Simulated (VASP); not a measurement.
A run of VASP 6.6.1:

The input INCAR:

```
PREC = Accurate
ENCUT = 520
EDIFF = 1E-7
ISMEAR = 0
SIGMA = 0.01
LREAL = False
LASPH = True
NELM = 60
ALGO = Normal
ISIF = 2
LWAVE = False
LCHARG = False
GGA = PE
NBANDS = 24
```

KPOINTS

```
regular mesh
0
Gamma
  6 6 4
```

File POSCAR:

```
BaS
1.0
    4.3556003477      0.0000000000      0.0000000000
   -2.1778001739      3.7720605499      0.0000000000
    0.0000000000      0.0000000000      7.6448043041
Ba S
2 2
Direct
    0.0000000000      0.0000000000      0.0000000000
    0.0000000000      0.0000000000      0.5000000000
    0.3333333333      0.6666666667      0.2500000000
    0.6666666667      0.3333333333      0.7500000000
```

Potentials or basis: VASP PAW PBE potentials, release 64 (Ba_sv, S).

The run is started by

```bash
$ cat potpaw_PBE.64/Ba_sv/POTCAR potpaw_PBE.64/S/POTCAR > POTCAR
$ mpirun -np 1 vasp_std > vasp.out
```

Hardware: 1 thread of Intel(R) Xeon(R) 6975P-C (Granite Rapids), with other jobs on the host.

Question: Estimate the wall time of this run.

Answer: Wall time 25 s on 1 thread of Intel(R) Xeon(R) 6975P-C (Granite Rapids), on a shared host, peak memory 0.26 GiB. Counts: scf iterations 14, k points 21.
